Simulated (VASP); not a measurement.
# ZnSe (Fm-3m) in VASP: further runs

ZnSe is run at these levels: PBE; tasks: single point.

Program: VASP 6.6.1. These are calculated values, not measurements. Logs are shortened: lines on timing, memory, paths and dates and some standing lists are left out, and cuts for length are marked.

**1. The cell of the first run**

The structure is cubic, space group Fm-3m (No. 225). Conventional cell: a = 5.318 Å, b = 5.318 Å, c = 5.318 Å, α = 90.00°, β = 90.00°, γ = 90.00°. Within 3.5 Å of Zn (site symmetry m-3m) lie 6 Se at 2.66 Å. Se (site symmetry m-3m) has 6 Zn at 2.66 Å within 3.5 Å.

**2. Single point, PBE**

INCAR reads:

```
ALGO = Normal
EDIFF = 1E-6
ENCUT = 520
GGA = PE
ISIF = 2
ISMEAR = -1
LASPH = T
LCHARG = T
LELF = T
LREAL = F
LVHAR = T
LWAVE = F
NBANDS = 16
NELM = 60
PREC = Accurate
SIGMA = 0.02
```

KPOINTS reads:

```
k-points
0
Gamma
  6 6 6
```

POSCAR reads:

```
ZnSe
1.0
    0.0000000000      2.6587577905      2.6587577905
    2.6587577905      0.0000000000      2.6587577905
    2.6587577905      2.6587577905      0.0000000000
Zn Se
1 1
Direct
    0.0000000000      0.0000000000      0.0000000000
    0.5000000000      0.5000000000      0.5000000000
```

Potentials or basis: VASP PAW PBE potentials, release 64 (Zn, Se).

Started as:

```bash
$ cat potpaw_PBE.64/Zn/POTCAR potpaw_PBE.64/Se/POTCAR > POTCAR
$ mpirun -np 1 vasp_std > vasp.out
```

OUTCAR:

```text
EDIFF = 1E-6
   ENCUT = 520
   GGA = PE
   ISIF = 2
   ISMEAR = -1
   LASPH = T
   LREAL = F
   NELM = 60
   PREC = Accurate

 ion  position               nearest neighbor table
   1  0.000  0.000  0.000-   2 2.66   2 2.66   2 2.66   2 2.66   2 2.66   2 2.66
   2  0.500  0.500  0.500-   1 2.66   1 2.66   1 2.66   1 2.66   1 2.66   1 2.66

  LATTYP: Found a face centered cubic cell.
 ALAT       =     5.3175155810

  Lattice vectors:

 A1 = (   0.0000000000,   2.6587577905,   2.6587577905)
 A2 = (   2.6587577905,   0.0000000000,   2.6587577905)
 A3 = (   2.6587577905,   2.6587577905,   0.0000000000)

Analysis of symmetry for initial positions (statically):
=====================================================================
 Subroutine PRICEL returns:
 Original cell was already a primitive cell.

 Routine SETGRP: Setting up the symmetry group for a
 face centered cubic supercell.

 Subroutine GETGRP returns: Found 48 space group operations
[... 9 lines left out ...]

 Routine SETGRP: Setting up the symmetry group for a
 face centered cubic supercell.

 Subroutine GETGRP returns: Found 48 space group operations
[... 11 lines left out ...]
                                     Primitive cell

  volume of cell :      37.5895

  direct lattice vectors                    reciprocal lattice vectors
     0.000000000  2.658757791  2.658757791    -0.188057747  0.188057747  0.188057747
     2.658757791  0.000000000  2.658757791     0.188057747 -0.188057747  0.188057747
     2.658757791  2.658757791  0.000000000     0.188057747  0.188057747 -0.188057747

  length of vectors
     3.760051326  3.760051326  3.760051326     0.325725573  0.325725573  0.325725573

  position of ions in fractional coordinates (direct lattice)
     0.000000000  0.000000000  0.000000000
     0.500000000  0.500000000  0.500000000

  ion indices of the primitive-cell ions
   primitive index   ion index
                 1           1
                 2           2

----------------------------------------------------------------------------------------

 KPOINTS: k-points

Automatic generation of k-mesh.
 Grid dimensions read from file:
 generate k-points for:    6    6    6

 Generating k-lattice:

  Cartesian coordinates                     Fractional coordinates (reciprocal lattice)
    -0.031342958  0.031342958  0.031342958     0.166666667  0.000000000  0.000000000
     0.031342958 -0.031342958  0.031342958     0.000000000  0.166666667  0.000000000
     0.031342958  0.031342958 -0.031342958     0.000000000  0.000000000  0.166666667

  Length of vectors
     0.054287595  0.054287595  0.054287595

  Shift w.r.t. Gamma in fractional coordinates (k-lattice)
     0.000000000  0.000000000  0.000000000

 Subroutine IBZKPT returns following result:
 ===========================================

 Found     16 irreducible k-points:

 Following reciprocal coordinates:
            Coordinates               Weight
  0.000000  0.000000  0.000000      1.000000
  0.166667  0.000000  0.000000      8.000000
  0.333333  0.000000  0.000000      8.000000
  0.500000  0.000000  0.000000      4.000000
  0.166667  0.166667  0.000000      6.000000
  0.333333  0.166667  0.000000     24.000000
[... 8 lines left out ...]
 -0.333333  0.333333  0.166667     24.000000
 -0.333333  0.500000  0.166667     12.000000
   k-points           NKPTS =     16   k-points in BZ     NKDIM =     16   number of bands    NBANDS=     16
   number of dos      NEDOS =    301   number of ions     NIONS =      2
   total plane-waves  NPLWV =  21952
   dimension x,y,z NGX =    28 NGY =   28 NGZ =   28
   dimension x,y,z NGXF=    56 NGYF=   56 NGZF=   56
   ions per type =               1   1
   NGX,Y,Z   is equivalent  to a cutoff of  12.38, 12.38, 12.38 a.u.
   NGXF,Y,Z  is equivalent  to a cutoff of  24.76, 24.76, 24.76 a.u.
 SYSTEM =  unknown system
   PREC   = accura    normal or accurate (medium, high low for compatibility)
   ISTART =      0    job   : 0-new  1-cont  2-samecut
   ICHARG =      2    charge: 1-file 2-atom 10-const
   ISPIN  =      1    spin polarized calculation?
   LNONCOLLINEAR =      F non collinear calculations
   LSORBIT =      F    spin-orbit coupling
   LASPH  =      T    aspherical Exc in radial PAW
   ENCUT  =  520.0 eV  38.22 Ry    6.18 a.u.   6.99  6.99  6.99*2*pi/ulx,y,z
   NELM   =     60;   NELMIN=  2; NELMDL= -5     # of ELM steps
   EDIFF  = 0.1E-05   stopping-criterion for ELM
   LREAL  =      F    real-space projection
   EDIFFG = 0.1E-04   stopping-criterion for IOM
   NSW    =      0    number of steps for IOM
   IBRION =     -1    ionic relax: 0-MD 1-quasi-New 2-CG
   NFREE  =      0    steps in history (QN), initial steepest desc. (CG)
   ISIF   =      2    stress and relaxation
   ISYM   =      2    0-nonsym 1-usesym 2-fastsym
   POTIM  = 0.5000    time-step for ionic-motion
   TEBEG  =    0.0;   TEEND  =   0.0 temperature during run
   PSTRESS=    0.0 pullay stress
   NELECT =      18.0000    total number of electrons
   NUPDOWN=      -1.0000    fix difference up-down
   EMIN   =  10.00;   EMAX   =-10.00  energy-range for DOS
   EFERMI =   0.00;   METHOD = LEGACY
   ISMEAR =    -1;   SIGMA  =   0.02  broadening in eV -4-tet -1-fermi 0-gaus
   EFERMI_NEDOS =   21; number of points for ismear=-14 and -15
   IALGO  =     38    algorithm
   IMIX   =      4    mixing-type and parameters
     AMIX     =   0.40;   BMIX     =  1.00
     AMIX_MAG =   1.60;   BMIX_MAG =  1.00
  volume/ion in A,a.u.               =      18.79       126.83
  Fermi-wavevector in a.u.,A,eV,Ry     =   1.280787  2.420336 22.319204  1.640415
  Thomas-Fermi vector in A             =   2.413195
   LORBIT       =      0    0 simple, 1 ext, 2 COOP (PROOUT), +10 PAW based schemes
   GGA     = PE    functional components
   LHFCALC =     F    Hartree Fock is set to
   AEXX    =    0.0000 exact exchange contribution
   IVDW    =     0    specifies the selected vdW correction
   LEPSILON=     F    determine dielectric tensor
   LRPA    =     F    only Hartree local field effects (RPA)
 non-spin polarized calculation
  energy-cutoff  :      520.00
  volume of cell :       37.59
 maximum number of plane-waves:      1020
   NGX = 13   NGY = 13   NGZ = 13

 number of electron      18.0000019 magnetization

 Free energy of the ion-electron system (eV)
  ---------------------------------------------------
  ext. energy  EPLUGINS =         0.00000000
  ---------------------------------------------------
  free energy    TOTEN  =        -5.39579077 eV

  energy without entropy =       -5.39453956  energy(sigma->0) =       -5.39516516

 E-fermi :   3.4595     XC(G=0): -10.5426

 val. band max:        3.4375148123   @ k =  -0.1667   0.1667   0.0000
 cond. band min:       3.8542063511   @ k =   0.3333   0.3333   0.0000
 fundamental gap:      0.4166915388
 Fermi energy:         3.4594954552

 k-point     1 :       0.0000    0.0000    0.0000
  band No.  band energies     occupation
      1     -10.5965      2.00000
      2      -3.2848      2.00000
      3      -3.2848      2.00000
      4      -3.2666      2.00000
      5      -3.2666      2.00000
      6      -3.2666      2.00000
[... 8 lines left out ...]
     15      13.3225      0.00000
     16      13.3225      0.00000

 k-point     2 :       0.1667    0.0000    0.0000
  band No.  band energies     occupation
      1     -10.3119      2.00000
      2      -3.3480      2.00000
      3      -3.3480      2.00000
      4      -3.2996      2.00000
      5      -3.2391      2.00000
      6      -3.2391      2.00000
[... 8 lines left out ...]
     15      13.0120      0.00000
     16      13.0584      0.00000

 k-point     3 :       0.3333    0.0000    0.0000
  band No.  band energies     occupation
      1      -9.6084      2.00000
      2      -3.5062      2.00000
      3      -3.4746      2.00000
      4      -3.4746      2.00000
      5      -3.1793      2.00000
      6      -3.1793      2.00000
[... 8 lines left out ...]
     15      15.0906      0.00000
     16      15.0906      0.00000

 k-point     4 :       0.5000    0.0000    0.0000
  band No.  band energies     occupation
      1      -9.1392      2.00000
      2      -3.8770      2.00000
      3      -3.5363      2.00000
      4      -3.5363      2.00000
      5      -3.1489      2.00000
      6      -3.1489      2.00000
[... 8 lines left out ...]
     15      17.6271      0.00000
     16      17.6271      0.00000

 k-point     5 :       0.1667    0.1667    0.0000
  band No.  band energies     occupation
      1     -10.2251      2.00000
      2      -3.4308      2.00000
      3      -3.2928      2.00000
      4      -3.2687      2.00000
      5      -3.2435      2.00000
      6      -3.2435      2.00000
[... 8 lines left out ...]
     15      15.2962      0.00000
     16      15.2962      0.00000

 k-point     6 :       0.3333    0.1667    0.0000
  band No.  band energies     occupation
      1      -9.6784      2.00000
      2      -3.5421      2.00000
      3      -3.3492      2.00000
      4      -3.3427      2.00000
      5      -3.2039      2.00000
      6      -3.1741      2.00000
[... 8 lines left out ...]
     15      16.0860      0.00000
     16      16.3299      0.00000

 k-point     7 :       0.5000    0.1667    0.0000
  band No.  band energies     occupation
      1      -9.1023      2.00000
      2      -3.6381      2.00000
      3      -3.4669      2.00000
      4      -3.4537      2.00000
      5      -3.1534      2.00000
      6      -3.1416      2.00000
[... 8 lines left out ...]
     15      17.5785      0.00000
     16      17.8334      0.00000

 k-point     8 :      -0.3333    0.1667    0.0000
  band No.  band energies     occupation
      1      -9.2427      2.00000
      2      -3.6463      2.00000
      3      -3.5081      2.00000
      4      -3.3785      2.00000
      5      -3.1711      2.00000
      6      -3.1382      2.00000
[... 8 lines left out ...]
     15      14.9764      0.00000
     16      17.5629      0.00000

 k-point     9 :      -0.1667    0.1667    0.0000
  band No.  band energies     occupation
      1      -9.8903      2.00000
      2      -3.4478      2.00000
      3      -3.4471      2.00000
      4      -3.3152      2.00000
      5      -3.2211      2.00000
      6      -3.1829      2.00000
[... 8 lines left out ...]
     15      14.8345      0.00000
     16      15.9929      0.00000

 k-point    10 :       0.3333    0.3333    0.0000
  band No.  band energies     occupation
      1      -9.3981      2.00000
      2      -3.4627      2.00000
      3      -3.3461      2.00000
      4      -3.2365      2.00000
      5      -3.1663      2.00000
      6      -3.1663      2.00000
[... 8 lines left out ...]
     15      17.0204      0.00000
     16      19.1717      0.00000

 k-point    11 :       0.5000    0.3333    0.0000
  band No.  band energies     occupation
      1      -9.0073      2.00000
      2      -3.3737      2.00000
      3      -3.3081      2.00000
      4      -3.2661      2.00000
      5      -3.1239      2.00000
      6      -3.0515      2.00000
[... 8 lines left out ...]
     15      18.6786      0.00000
     16      19.4368      0.00000

 k-point    12 :      -0.3333    0.3333    0.0000
  band No.  band energies     occupation
      1      -8.9201      2.00000
      2      -3.4980      2.00000
      3      -3.4357      2.00000
      4      -3.2905      2.00000
      5      -3.1416      2.00000
      6      -3.0528      2.00000
[... 8 lines left out ...]
     15      15.9605      0.00000
     16      18.1751      0.00000

 k-point    13 :       0.5000    0.5000    0.0000
  band No.  band energies     occupation
      1      -8.9489      2.00000
      2      -3.3732      2.00000
      3      -3.2204      2.00000
      4      -3.1075      2.00000
      5      -3.1075      2.00000
      6      -2.7873      2.00000
[... 8 lines left out ...]
     15      18.2615      0.00000
     16      19.9204      0.00000

 k-point    14 :       0.5000    0.3333    0.1667
  band No.  band energies     occupation
      1      -9.1980      2.00000
      2      -3.5173      2.00000
      3      -3.4148      2.00000
      4      -3.3422      2.00000
      5      -3.1602      2.00000
      6      -3.1159      2.00000
[... 8 lines left out ...]
     15      17.7408      0.00000
     16      18.0236      0.00000

 k-point    15 :      -0.3333    0.3333    0.1667
  band No.  band energies     occupation
      1      -8.9199      2.00000
      2      -3.5054      2.00000
      3      -3.3801      2.00000
      4      -3.3443      2.00000
      5      -3.1306      2.00000
      6      -3.0501      2.00000
[... 8 lines left out ...]
     15      15.5530      0.00000
     16      19.2691      0.00000

 k-point    16 :      -0.3333    0.5000    0.1667
  band No.  band energies     occupation
      1      -8.8693      2.00000
      2      -3.3811      2.00000
      3      -3.3542      2.00000
      4      -3.2449      2.00000
      5      -3.1074      2.00000
      6      -2.8649      2.00000
[... 8 lines left out ...]
     15      17.5181      0.00000
     16      19.9970      0.00000

------------------------ aborting loop because EDIFF is reached ----------------------------------------

  FORCE on cell =-STRESS in cart. coord.  units (eV):
  Direction    XX          YY          ZZ          XY          YZ          ZX
  --------------------------------------------------------------------------------------
  -------------------------------------------------------------------------------------
  Total        0.5849817      0.5849817      0.5849817      0.0000000      0.0000000     -0.0000000
  in kB       24.9336900     24.9336900     24.9336900      0.0000000      0.0000000     -0.0000000
  external PRESSURE =      24.9336900 kB  Pullay stress =       0.0000000 kB

 VOLUME and BASIS-vectors are now :
 -----------------------------------------------------------------------------
  energy-cutoff  :      520.00
  volume of cell :       37.59
      direct lattice vectors                 reciprocal lattice vectors
     0.000000000  2.658757791  2.658757791    -0.188057747  0.188057747  0.188057747
     2.658757791  0.000000000  2.658757791     0.188057747 -0.188057747  0.188057747
     2.658757791  2.658757791  0.000000000     0.188057747  0.188057747 -0.188057747

 POSITION                                       TOTAL-FORCE (eV/Angst)
 -----------------------------------------------------------------------------------
      0.00000      0.00000      0.00000        -0.000000      0.000000     -0.000000
      2.65876      2.65876      2.65876         0.000000      0.000000      0.000000
 -----------------------------------------------------------------------------------
    total drift:                               -0.000000      0.000000      0.000000

  FREE ENERGIE OF THE ION-ELECTRON SYSTEM (eV)
  ---------------------------------------------------
  free  energy   TOTEN  =        -5.3957907681 eV

  energy  without entropy=       -5.3945395602  energy(sigma->0) =       -5.39516516
```

Wall time 21 s (1 thread of AMD EPYC 7R13, shared host); peak memory 0.13 GiB.

Results:

```
Free energy            : -5.3958 eV
Pressure               : 2.5 GPa
Band gap on the k mesh : zero (band 9 reaches 3.44 eV, above the bottom of band 10 at 2.34 eV)
```

(Continued in part 2 of 2.)
